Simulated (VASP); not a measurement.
# HgGeSe3 (P4mm) in VASP: single point with PBE

Aim: the single point of HgGeSe3 with PBE.

Program: VASP 6.6.1. These are calculated values, not measurements. Logs are shortened: lines on timing, memory, paths and dates and some standing lists are left out, and cuts for length are marked.

## 1. The cell of the first run

Symmetry: P4mm, No. 99, tetragonal system. Conventional cell: a = 4.750 Å, b = 4.750 Å, c = 6.248 Å, α = 90.00°, β = 90.00°, γ = 90.00°. Within 3.6 Å of Ge (site symmetry 4mm) lie 8 Se at 2.73 to 3.45 Å. Within 3.4 Å of Hg (site symmetry 4mm) lie 5 Se at 2.54 to 2.84 Å. Se (site symmetry 4mm) has 1 Hg at 2.54 Å and 4 Se at 3.20 Å and 4 Ge at 3.45 Å within 3.5 Å. Se (site symmetry 2mm) has 2 Ge at 2.73 Å and 2 Hg at 2.84 Å and 6 Se at 3.20 to 3.36 Å within 3.6 Å.

## 2. Single point, PBE

INCAR

```
ALGO = Normal
EDIFF = 1E-7
ENCUT = 520
GGA = PE
ISIF = 2
ISMEAR = 0
LASPH = T
LCHARG = F
LREAL = F
LWAVE = F
NBANDS = 30
NELM = 80
PREC = Accurate
SIGMA = 0.1
```

KPOINTS

```
k-points
0
Gamma
  4 4 4
```

POSCAR

```
HgGeSe3
1.0
    4.7500024501      0.0000000000      0.0000000000
    0.0000000000      4.7500024501      0.0000000000
    0.0000000000      0.0000000000      6.2479083083
Ge Hg Se
1 1 3
Direct
    0.0000000000      0.0000000000      0.1383946034
    0.5000000000      0.5000000000      0.6032163066
    0.5000000000      0.5000000000      1.0099761327
    0.0000000000      0.5000000000      0.3542064787
    0.5000000000      0.0000000000      0.3542064787
```

Potentials or basis: VASP PAW PBE potentials, release 64 (Ge_d, Hg, Se).

Started as:

```bash
$ cat potpaw_PBE.64/Ge_d/POTCAR potpaw_PBE.64/Hg/POTCAR potpaw_PBE.64/Se/POTCAR > POTCAR
$ mpirun -np 1 vasp_std > vasp.out
```

OUTCAR:

```text
EDIFF = 1E-7
   ENCUT = 520
   GGA = PE
   ISIF = 2
   ISMEAR = 0
   LASPH = T
   LREAL = F
   NELM = 80
   PREC = Accurate

 ion  position               nearest neighbor table
   1  0.000  0.000  0.138-   4 2.73   5 2.73   4 2.73   5 2.73
   2  0.500  0.500  0.603-   3 2.54   4 2.84   5 2.84   5 2.84   4 2.84
   3  0.500  0.500  0.010-   2 2.54
   4  0.000  0.500  0.354-   1 2.73   1 2.73   2 2.84   2 2.84
   5  0.500  0.000  0.354-   1 2.73   1 2.73   2 2.84   2 2.84

  LATTYP: Found a simple tetragonal cell.
 ALAT       =     4.7500024501
 C/A-ratio  =     1.3153484391

  Lattice vectors:

 A1 = (   4.7500024501,   0.0000000000,   0.0000000000)
 A2 = (   0.0000000000,   4.7500024501,   0.0000000000)
 A3 = (   0.0000000000,   0.0000000000,   6.2479083083)

Analysis of symmetry for initial positions (statically):
=====================================================================
 Subroutine PRICEL returns:
 Original cell was already a primitive cell.

 Routine SETGRP: Setting up the symmetry group for a
 simple tetragonal supercell.

 Subroutine GETGRP returns: Found  8 space group operations
 (whereof  8 operations were pure point group operations)
 out of a pool of 16 trial point group operations.

The static configuration has the point symmetry C_4v.

Analysis of symmetry for dynamics (positions and initial velocities):
=====================================================================
 Subroutine PRICEL returns:
 Original cell was already a primitive cell.

 Routine SETGRP: Setting up the symmetry group for a
 simple tetragonal supercell.

 Subroutine GETGRP returns: Found  8 space group operations
 (whereof  8 operations were pure point group operations)
 out of a pool of 16 trial point group operations.

The dynamic configuration has the point symmetry C_4v.

 Subroutine INISYM returns: Found  8 space group operations
 (whereof  8 operations are pure point group operations),
 and found     1 'primitive' translations

----------------------------------------------------------------------------------------

                                     Primitive cell

  volume of cell :     140.9686

  direct lattice vectors                    reciprocal lattice vectors
[... 84 lines left out ...]
   ENCUT  =  520.0 eV  38.22 Ry    6.18 a.u.   8.83  8.83 11.62*2*pi/ulx,y,z
   NELM   =     80;   NELMIN=  2; NELMDL= -5     # of ELM steps
   EDIFF  = 0.1E-06   stopping-criterion for ELM
   LREAL  =      F    real-space projection
   EDIFFG = 0.1E-05   stopping-criterion for IOM
   NSW    =      0    number of steps for IOM
   IBRION =     -1    ionic relax: 0-MD 1-quasi-New 2-CG
   NFREE  =      0    steps in history (QN), initial steepest desc. (CG)
   ISIF   =      2    stress and relaxation
   ISYM   =      2    0-nonsym 1-usesym 2-fastsym
   POTIM  = 0.5000    time-step for ionic-motion
   TEBEG  =    0.0;   TEEND  =   0.0 temperature during run
   PSTRESS=    0.0 pullay stress
   NELECT =      44.0000    total number of electrons
   NUPDOWN=      -1.0000    fix difference up-down
   EMIN   =  10.00;   EMAX   =-10.00  energy-range for DOS
   EFERMI =   0.00;   METHOD = LEGACY
   ISMEAR =     0;   SIGMA  =   0.10  broadening in eV -4-tet -1-fermi 0-gaus
   EFERMI_NEDOS =   21; number of points for ismear=-14 and -15
   IALGO  =     38    algorithm
   IMIX   =      4    mixing-type and parameters
     AMIX     =   0.40;   BMIX     =  1.00
     AMIX_MAG =   1.60;   BMIX_MAG =  1.00
  volume/ion in A,a.u.               =      28.19       190.26
  Fermi-wavevector in a.u.,A,eV,Ry     =   1.110499  2.098539 16.778823  1.233209
  Thomas-Fermi vector in A             =   2.247052
   LORBIT       =      0    0 simple, 1 ext, 2 COOP (PROOUT), +10 PAW based schemes
   GGA     = PE    functional components
   LHFCALC =     F    Hartree Fock is set to
   AEXX    =    0.0000 exact exchange contribution
   IVDW    =     0    specifies the selected vdW correction
   LEPSILON=     F    determine dielectric tensor
   LRPA    =     F    only Hartree local field effects (RPA)
 non-spin polarized calculation
 Gauss-broadening in eV      SIGMA  =   0.10
  energy-cutoff  :      520.00
  volume of cell :      140.97
 maximum number of plane-waves:      3824
 NGX is ok and might be reduce to    36
   NGX = 17   NGY = 17   NGZ = 23

 number of electron      44.0000001 magnetization

 Free energy of the ion-electron system (eV)
  ---------------------------------------------------
  ext. energy  EPLUGINS =         0.00000000
  ---------------------------------------------------
  free energy    TOTEN  =       -14.26197032 eV

  energy without entropy =      -14.24789008  energy(sigma->0) =      -14.25493020

 E-fermi :   2.0652     XC(G=0):  -8.8659

 val. band max:        2.0401399215   @ k =   0.0000   0.0000   0.0000
 cond. band min:       2.0736265451   @ k =   0.2500   0.0000   0.0000
 fundamental gap:      0.0334866236
 Fermi energy:         2.0651758609

 k-point     1 :       0.0000    0.0000    0.0000
  band No.  band energies     occupation
      1     -22.4769      2.00000
      2     -22.4682      2.00000
      3     -22.4682      2.00000
      4     -22.4680      2.00000
      5     -22.4630      2.00000
      6     -12.0966      2.00000
[... 583 lines left out ...]
     29       7.3924      0.00000
     30       8.7728      0.00000

------------------------ aborting loop because EDIFF is reached ----------------------------------------

  FORCE on cell =-STRESS in cart. coord.  units (eV):
  Direction    XX          YY          ZZ          XY          YZ          ZX
  --------------------------------------------------------------------------------------
  -------------------------------------------------------------------------------------
  Total        0.0529814      0.0529814      0.1927884      0.0000000      0.0000000      0.0000000
  in kB        0.6021599      0.6021599      2.1911355      0.0000000      0.0000000      0.0000000
  external PRESSURE =       1.1318184 kB  Pullay stress =       0.0000000 kB

 VOLUME and BASIS-vectors are now :
 -----------------------------------------------------------------------------
  energy-cutoff  :      520.00
  volume of cell :      140.97
      direct lattice vectors                 reciprocal lattice vectors
     4.750002450  0.000000000  0.000000000     0.210526207  0.000000000  0.000000000
     0.000000000  4.750002450  0.000000000     0.000000000  0.210526207  0.000000000
     0.000000000  0.000000000  6.247908308     0.000000000  0.000000000  0.160053565

 POSITION                                       TOTAL-FORCE (eV/Angst)
 -----------------------------------------------------------------------------------
      0.00000      0.00000      0.86468         0.000000      0.000000     -0.033248
      2.37500      2.37500      3.76884         0.000000     -0.000000     -0.033365
      2.37500      2.37500      0.06233         0.000000      0.000000      0.074063
      0.00000      2.37500      2.21305        -0.000000      0.000000     -0.003725
      2.37500      0.00000      2.21305         0.000000      0.000000     -0.003725
 -----------------------------------------------------------------------------------
    total drift:                                0.000000      0.000000     -0.002073

  FREE ENERGIE OF THE ION-ELECTRON SYSTEM (eV)
  ---------------------------------------------------
  free  energy   TOTEN  =       -14.2619703240 eV

  energy  without entropy=      -14.2478900819  energy(sigma->0) =      -14.25493020
```

OSZICAR:

```text
N       E                     dE             d eps       ncg     rms          rms(c)
DAV:   1     0.376096265467E+03    0.37610E+03   -0.19618E+04  1324   0.210E+03
DAV:   2     0.346505774743E+02   -0.34145E+03   -0.32864E+03  1156   0.630E+02
DAV:   3    -0.124800421784E+02   -0.47131E+02   -0.45906E+02  1278   0.134E+02
DAV:   4    -0.147994857730E+02   -0.23194E+01   -0.23118E+01  1244   0.338E+01
DAV:   5    -0.148499900048E+02   -0.50504E-01   -0.50496E-01  1236   0.511E+00    0.743E+00
DAV:   6    -0.142682209760E+02    0.58177E+00   -0.19974E+00  1314   0.118E+01    0.636E+00
DAV:   7    -0.142665485101E+02    0.16725E-02   -0.46729E-01  1224   0.314E+00    0.364E+00
DAV:   8    -0.142625335960E+02    0.40149E-02   -0.74992E-02  1250   0.153E+00    0.547E-01
DAV:   9    -0.142615999506E+02    0.93365E-03   -0.95547E-03  1212   0.410E-01    0.158E-01
DAV:  10    -0.142618499393E+02   -0.24999E-03   -0.16508E-03  1238   0.262E-01    0.699E-02
DAV:  11    -0.142619187044E+02   -0.68765E-04   -0.18271E-04  1190   0.105E-01    0.339E-02
DAV:  12    -0.142619573338E+02   -0.38629E-04   -0.54716E-05  1182   0.323E-02    0.105E-02
DAV:  13    -0.142619680855E+02   -0.10752E-04   -0.13260E-05  1170   0.175E-02    0.404E-03
DAV:  14    -0.142619700428E+02   -0.19573E-05   -0.23938E-06  1212   0.730E-03    0.228E-03
DAV:  15    -0.142619703233E+02   -0.28049E-06   -0.26273E-07   976   0.301E-03    0.707E-04
DAV:  16    -0.142619703240E+02   -0.72214E-09   -0.77112E-08   940   0.140E-03
   1 F= -.14261970E+02 E0= -.14254930E+02  d E =-.140802E-01
```

stdout:

```text
POSCAR found type information on POSCAR GeHgSe
 POSCAR found :  3 types and       5 ions
 scaLAPACK will be used
 LDA part: xc-table for (Slater+PW92), standard interpolation
 POSCAR, INCAR and KPOINTS ok, starting setup
 FFT: planning ... GRIDC
 FFT: planning ... GRID_SOFT
 FFT: planning ... GRID
 WAVECAR not read
 entering main loop
```

It took 95 s on 1 thread of Intel Xeon Platinum 8259CL at 2.50GHz (Skylake/Cascade Lake), shared host; peak memory 0.28 GiB.

Results:

```yaml
Free_energy: -14.2620 eV
Pressure: 0.1 GPa
Largest_force: 0.074 eV/Å
Band_gap_on_the_k_mesh: zero (bands 22 and 23 overlap by 0.92 eV)
```

Forces in eV/Å, atoms in the order of the input:
```
Ge   0.000  0.000 -0.033
Hg   0.000  0.000 -0.033
Se   0.000  0.000  0.074
Se   0.000  0.000 -0.004
Se   0.000  0.000 -0.004
```

Stress tensor (GPa, compression positive):
```
0.06 0.00 0.00
0.00 0.06 0.00
0.00 0.00 0.22
```

Caveat: spin-orbit coupling is left out, which moves the levels of the heavy elements.

The gap in the log of VASP goes by the Fermi energy; the results here count the filled bands.